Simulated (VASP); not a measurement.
# ZnSe (F-43m) in VASP: a series of runs, part 2 of 2

VASP 6.6.1.

### 4 Elastic constants, LDA

This run uses another cell than the first one, of 20.30 Å³/atom.

The input, INCAR:

```
PREC = Accurate
ENCUT = 600
EDIFF = 1E-8
ISMEAR = 0
SIGMA = 0.01
LREAL = False
LASPH = True
NELM = 80
ALGO = Normal
ISIF = 3
LWAVE = False
LCHARG = True
GGA = CA
NBANDS = 16
IBRION = 6
NFREE = 2
POTIM = 0.015
NSW = 1
```

The input, KPOINTS:

```
regular mesh
0
Gamma
  8 8 8
```

The input, POSCAR:

```
ZnSe
1.0
    0.0000000000      2.7279558776      2.7279558776
    2.7279558776      0.0000000000      2.7279558776
    2.7279558776      2.7279558776      0.0000000000
Zn Se
1 1
Direct
    0.0000000000      0.0000000000      0.0000000000
    0.7500000000      0.7500000000      0.7500000000
```

Potentials or basis: VASP PAW LDA potentials, release 64 (Zn, Se).

The run is started by

```bash
$ cat potpaw_LDA.64/Zn/POTCAR potpaw_LDA.64/Se/POTCAR > POTCAR
$ mpirun -np 1 vasp_std > vasp.out
```

OUTCAR:

```text
PREC = Accurate
   ENCUT = 600
   EDIFF = 1E-8
   ISMEAR = 0
   LREAL = False
   LASPH = True
   NELM = 80
   ISIF = 3
   GGA = CA
   IBRION = 6
   NFREE = 2
   POTIM = 0.015
   NSW = 1

 ion  position               nearest neighbor table
   1  0.000  0.000  0.000-   2 2.36   2 2.36   2 2.36   2 2.36
   2  0.750  0.750  0.750-   1 2.36   1 2.36   1 2.36   1 2.36

  LATTYP: Found a face centered cubic cell.
 ALAT       =     5.4559117552

  Lattice vectors:

 A1 = (   0.0000000000,   2.7279558776,   2.7279558776)
 A2 = (   2.7279558776,   0.0000000000,   2.7279558776)
 A3 = (   2.7279558776,   2.7279558776,   0.0000000000)

Analysis of symmetry for initial positions (statically):
=====================================================================
 Subroutine PRICEL returns:
 Original cell was already a primitive cell.

 Routine SETGRP: Setting up the symmetry group for a
 face centered cubic supercell.

 Subroutine GETGRP returns: Found 24 space group operations
 (whereof 24 operations were pure point group operations)
 out of a pool of 48 trial point group operations.

The static configuration has the point symmetry T_d .

Analysis of symmetry for dynamics (positions and initial velocities):
=====================================================================
 Subroutine PRICEL returns:
 Original cell was already a primitive cell.

 Routine SETGRP: Setting up the symmetry group for a
 face centered cubic supercell.

 Subroutine GETGRP returns: Found 24 space group operations
 (whereof 24 operations were pure point group operations)
 out of a pool of 48 trial point group operations.

The dynamic configuration has the point symmetry T_d .

 Subroutine INISYM returns: Found 24 space group operations
 (whereof 24 operations are pure point group operations),
 and found     1 'primitive' translations

----------------------------------------------------------------------------------------

                                     Primitive cell

  volume of cell :      40.6015

  direct lattice vectors                    reciprocal lattice vectors
     0.000000000  2.727955878  2.727955878    -0.183287422  0.183287422  0.183287422
     2.727955878  0.000000000  2.727955878     0.183287422 -0.183287422  0.183287422
     2.727955878  2.727955878  0.000000000     0.183287422  0.183287422 -0.183287422

  length of vectors
     3.857912200  3.857912200  3.857912200     0.317463127  0.317463127  0.317463127

  position of ions in fractional coordinates (direct lattice)
     0.000000000  0.000000000  0.000000000
     0.750000000  0.750000000  0.750000000

  ion indices of the primitive-cell ions
[... 226 lines left out ...]
  free  energy   TOTEN  =        -7.3032998039 eV

  energy  without entropy=       -7.3032998039  energy(sigma->0) =       -7.30329980

[... ionic steps 4 to 14 ...]

--------------------------------------- Ionic step       15  -------------------------------------------

 number of electron      18.0000006 magnetization

------------------------ aborting loop because EDIFF is reached ----------------------------------------
[... 67 lines left out ...]
--------------------------------------- Ionic step       17  -------------------------------------------

 number of electron      18.0000010 magnetization

 Free energy of the ion-electron system (eV)
  ---------------------------------------------------
  ext. energy  EPLUGINS =         0.00000000
  ---------------------------------------------------
  free energy    TOTEN  =        -7.32656468 eV

  energy without entropy =       -7.32656468  energy(sigma->0) =       -7.32656468

 E-fermi :   2.7291     XC(G=0): -10.2151

 val. band max:        2.5996143962   @ k =   0.0000   0.0000   0.0000
 cond. band min:       4.1356053156   @ k =   0.0000   0.0000   0.0000
 fundamental gap:      1.5359909194
 Fermi energy:         2.7290544433

 k-point     1 :       0.0000    0.0000    0.0000
  band No.  band energies     occupation
      1     -11.5094      2.00000
      2      -4.5914      2.00000
      3      -4.5803      2.00000
      4      -4.5692      2.00000
      5      -4.1110      2.00000
      6      -4.1108      2.00000
[... 433 lines left out ...]
      3      -4.4151      2.00000
      4      -4.1659      2.00000
      5      -4.1027      2.00000
      6      -3.8365      2.00000
[... 8 lines left out ...]
     15      15.5908      0.00000
     16      16.5775      0.00000

 [... further k-points ...]
[... 5 lines left out ...]
  --------------------------------------------------------------------------------------
  -------------------------------------------------------------------------------------
  Total        1.3808596      1.3836011      1.3836011      0.0000000     -0.1356468      0.0000000
  in kB       54.4901591     54.5983431     54.5983431      0.0000000     -5.3527638      0.0000000
  external PRESSURE =      54.5622818 kB  Pullay stress =       0.0000000 kB
[... 17 lines left out ...]
  FREE ENERGIE OF THE ION-ELECTRON SYSTEM (eV)
  ---------------------------------------------------
  free  energy   TOTEN  =        -7.3265646819 eV

  energy  without entropy=       -7.3265646819  energy(sigma->0) =       -7.32656468

 INTERNAL STRAIN TENSORS FROM STRAINED CELLS
 ============================================

 INTERNAL STRAIN TENSOR FOR ION    1 for displacements in x,y,z  (eV/Angst):
          X           Y           Z          XY          YZ          ZX
  --------------------------------------------------------------------------------
  x     0.00000    -0.00000     0.00000     0.00000    -9.05509     0.00000
  y     0.00000     0.00000     0.00000     0.00000     0.00000    -9.05545
  z     0.00000    -0.00000    -0.00000    -9.05520     0.00000     0.00000

 INTERNAL STRAIN TENSORS FROM DISPLACED ATOMS
 ============================================

 INTERNAL STRAIN TENSOR FOR ION    1 for displacements in x,y,z  (eV/Angst):
          X           Y           Z          XY          YZ          ZX
  --------------------------------------------------------------------------------
  x     0.00000    -0.00000    -0.00000     0.00000    -9.04519     0.00000
  y    -0.00000     0.00000    -0.00000     0.00000     0.00000    -9.04519
  z    -0.00000    -0.00000     0.00000    -9.04519     0.00000     0.00000

 INTERNAL STRAIN TENSOR FOR ION    2 for displacements in x,y,z  (eV/Angst):
          X           Y           Z          XY          YZ          ZX
  --------------------------------------------------------------------------------
  x    -0.00000     0.00000     0.00000     0.00000     9.04262     0.00000
  y     0.00000    -0.00000     0.00000     0.00000     0.00000     9.04262
  z     0.00000     0.00000    -0.00000     9.04262     0.00000     0.00000

 Eigenvectors and eigenvalues of the dynamical matrix
 ----------------------------------------------------

   1 f  =    7.301782 THz    45.878449 2PiTHz  243.561229 cm-1    30.197730 meV
             X         Y         Z           dx          dy          dz
      0.000000  0.000000  0.000000     0.000000    0.740240    0.000000
      4.091934  4.091934  4.091934     0.000000   -0.672343    0.000000
[... 21 lines left out ...]
   6 f/i=    0.006980 THz     0.043858 2PiTHz    0.232838 cm-1     0.028868 meV
             X         Y         Z           dx          dy          dz
      0.000000  0.000000  0.000000     0.000000    0.000000   -0.672343
      4.091934  4.091934  4.091934     0.000000    0.000000   -0.740240

--------------------------------------------------------------------------------------------------------

 ELASTIC MODULI CONTR FROM IONIC RELAXATION (kBar)
 Direction    XX          YY          ZZ          XY          YZ          ZX
 --------------------------------------------------------------------------------
 XX          -0.0000      0.0000      0.0000     -0.0000      0.0000     -0.0000
 YY           0.0000     -0.0000      0.0000     -0.0000     -0.0000      0.0000
 ZZ           0.0000      0.0000     -0.0000      0.0000     -0.0000     -0.0000
 XY          -0.0000     -0.0000      0.0000   -413.7141     -0.0000     -0.0000
 YZ           0.0000     -0.0000     -0.0000     -0.0000   -413.7141      0.0000
 ZX          -0.0000      0.0000     -0.0000     -0.0000      0.0000   -413.7141
 --------------------------------------------------------------------------------

 TOTAL ELASTIC MODULI (kBar)
 Direction    XX          YY          ZZ          XY          YZ          ZX
 --------------------------------------------------------------------------------
 XX        1140.3919    784.6240    784.6240     -0.0000      0.0000     -0.0000
 YY         784.6240   1140.3919    784.6240     -0.0000     -0.0000      0.0000
 ZZ         784.6240    784.6240   1140.3919      0.0000     -0.0000     -0.0000
 XY          -0.0000     -0.0000      0.0000    431.7446     -0.0000     -0.0000
 YZ           0.0000     -0.0000     -0.0000     -0.0000    431.7446      0.0000
 ZX          -0.0000      0.0000     -0.0000     -0.0000      0.0000    431.7446
 --------------------------------------------------------------------------------
```

It took 7.6 min on 1 thread of AMD EPYC 9R45 (Zen 5), shared host; peak memory 0.29 GiB.

Results:

- Elastic constants C11, C12, C44: 114, 78, 43 GPa
- Voigt bulk modulus: 90 GPa
- Highest phonon frequency at Γ, LO-TO splitting left out: 244 cm⁻¹

Phonon frequencies in cm⁻¹ (negative: imaginary):
```
              q point        frequencies
(0.000, 0.000, 0.000)  0 0 0 244 244 244
```

Elastic tensor in Voigt notation (GPa, in the Cartesian axes of the cell as first typed):
```
114  78  78   0   0   0
 78 114  78   0   0   0
 78  78 114   0   0   0
  0   0   0  43   0   0
  0   0   0   0  43   0
  0   0   0   0   0  43
```

Clamped-ion elastic tensor (GPa):
```
114  78  78   0   0   0
 78 114  78   0   0   0
 78  78 114   0   0   0
  0   0   0  85   0   0
  0   0   0   0  85   0
  0   0   0   0   0  85
```

Caveat: the cell is under stress, which shifts elastic constants.

### 5 Elastic constants, LDA

The input, INCAR:

```
SYSTEM = ZnSe
PREC     = Accurate       ! precision mode
ENCUT    = 600            ! plane-wave cutoff, eV
EDIFF    = 1E-8           ! SCF threshold, eV
ISMEAR   = 0              ! smearing method
SIGMA    = 0.01           ! smearing width, eV
LREAL    = .FALSE.        ! projectors in reciprocal space
LASPH    = .TRUE.         ! aspherical terms in the spheres
NELM     = 80             ! most SCF steps
ALGO     = Normal         ! electronic algorithm
ISIF     = 3              ! what is computed and relaxed
LWAVE    = .FALSE.        ! write WAVECAR
LCHARG   = .TRUE.         ! write CHGCAR
GGA      = CA             ! functional
NBANDS   = 16             ! bands
IBRION   = 6              ! ionic algorithm
NFREE    = 2            
POTIM    = 0.015          ! step
NSW      = 1              ! ionic steps
```

The input, KPOINTS:

```
Automatic mesh
0
G
  10 10 10
  0 0 0
```

The input, POSCAR:

```
ZnSe
1.0
    0.0000000000      2.6071828360      2.6071828360
    2.6071828360      0.0000000000      2.6071828360
    2.6071828360      2.6071828360      0.0000000000
Zn Se
1 1
Direct
    0.0000000000      0.0000000000      0.0000000000
    0.7500000000      0.7500000000      0.7500000000
```

Potentials or basis: VASP PAW LDA potentials, release 64 (Zn, Se).

The run is started by

```bash
$ cat potpaw_LDA.64/Zn/POTCAR potpaw_LDA.64/Se/POTCAR > POTCAR
$ mpirun -np 1 vasp_std > vasp.out
```

OUTCAR:

```text
SYSTEM = ZnSe
   PREC = Accurate
   ENCUT = 600
   EDIFF = 1E-8
   ISMEAR = 0
   LREAL = .FALSE.
   LASPH = .TRUE.
   NELM = 80
   ISIF = 3
   GGA = CA
   IBRION = 6
   NFREE = 2
   POTIM = 0.015
   NSW = 1

 ion  position               nearest neighbor table
   1  0.000  0.000  0.000-   2 2.26   2 2.26   2 2.26   2 2.26
   2  0.750  0.750  0.750-   1 2.26   1 2.26   1 2.26   1 2.26

  LATTYP: Found a face centered cubic cell.
 ALAT       =     5.2143656720

  Lattice vectors:

 A1 = (   0.0000000000,   2.6071828360,   2.6071828360)
 A2 = (   2.6071828360,   0.0000000000,   2.6071828360)
 A3 = (   2.6071828360,   2.6071828360,   0.0000000000)
[... 880 lines left out ...]
          X           Y           Z          XY          YZ          ZX
  --------------------------------------------------------------------------------
  x     0.00000     0.00000     0.00000     0.00000   -16.26114     0.00000
  y     0.00000     0.00000     0.00000     0.00000     0.00000   -16.26114
  z     0.00000     0.00000     0.00000   -16.26114     0.00000     0.00000

 INTERNAL STRAIN TENSOR FOR ION    2 for displacements in x,y,z  (eV/Angst):
          X           Y           Z          XY          YZ          ZX
  --------------------------------------------------------------------------------
  x     0.00000     0.00000     0.00000     0.00000    16.25931     0.00000
  y     0.00000     0.00000     0.00000     0.00000     0.00000    16.25931
  z     0.00000     0.00000     0.00000    16.25931     0.00000     0.00000

 Eigenvectors and eigenvalues of the dynamical matrix
 ----------------------------------------------------

   1 f  =    9.010905 THz    56.617183 2PiTHz  300.571423 cm-1    37.266090 meV
             X         Y         Z           dx          dy          dz
      0.000000  0.000000  0.000000     0.000000    0.739534    0.000000
      3.910774  3.910774  3.910774     0.000000   -0.673120    0.000000
[... 21 lines left out ...]
   6 f/i=    0.000850 THz     0.005342 2PiTHz    0.028358 cm-1     0.003516 meV
             X         Y         Z           dx          dy          dz
      0.000000  0.000000  0.000000     0.000000    0.000000   -0.673120
      3.910774  3.910774  3.910774     0.000000    0.000000   -0.739534

--------------------------------------------------------------------------------------------------------

 ELASTIC MODULI CONTR FROM IONIC RELAXATION (kBar)
 Direction    XX          YY          ZZ          XY          YZ          ZX
 --------------------------------------------------------------------------------
 XX          -0.0000      0.0000      0.0000      0.0000     -0.0000      0.0000
 YY           0.0000     -0.0000     -0.0000      0.0000      0.0000     -0.0000
 ZZ           0.0000     -0.0000     -0.0000     -0.0000      0.0000      0.0000
 XY           0.0000      0.0000     -0.0000  -1005.7139      0.0000      0.0000
 YZ          -0.0000      0.0000      0.0000      0.0000  -1005.7139     -0.0000
 ZX           0.0000     -0.0000      0.0000      0.0000     -0.0000  -1005.7139
 --------------------------------------------------------------------------------

 TOTAL ELASTIC MODULI (kBar)
 Direction    XX          YY          ZZ          XY          YZ          ZX
 --------------------------------------------------------------------------------
 XX        1578.6437   1345.9614   1345.9614      0.0000     -0.0000      0.0000
 YY        1345.9614   1578.6437   1345.9614     -0.0000      0.0000     -0.0000
 ZZ        1345.9614   1345.9614   1578.6437     -0.0000      0.0000     -0.0000
 XY           0.0000     -0.0000     -0.0000    342.5935      0.0000      0.0000
 YZ          -0.0000      0.0000      0.0000      0.0000    342.5935     -0.0000
 ZX           0.0000     -0.0000     -0.0000      0.0000     -0.0000    342.5935
 --------------------------------------------------------------------------------
```

Run time: 14 min. Hardware: 1 thread of AMD EPYC 9R45 (Zen 5), shared host; peak memory 0.4 GiB.

Results:

| Property | Result |
| --- | --- |
| Elastic constants C11, C12, C44 | 158, 135, 34 GPa |
| Voigt bulk modulus | 142 GPa |
| Highest phonon frequency at Γ, LO-TO splitting left out | 301 cm⁻¹ |

Phonon frequencies in cm⁻¹ (negative: imaginary):
```
              q point        frequencies
(0.000, 0.000, 0.000)  0 0 0 301 301 301
```

Elastic tensor in Voigt notation (GPa, in the Cartesian axes of the cell as first typed):
```
158 135 135   0   0   0
135 158 135   0   0   0
135 135 158   0   0   0
  0   0   0  34   0   0
  0   0   0   0  34   0
  0   0   0   0   0  34
```

Clamped-ion elastic tensor (GPa):
```
158 135 135   0   0   0
135 158 135   0   0   0
135 135 158   0   0   0
  0   0   0 135   0   0
  0   0   0   0 135   0
  0   0   0   0   0 135
```

Caveat: the cell is under stress, which shifts elastic constants.
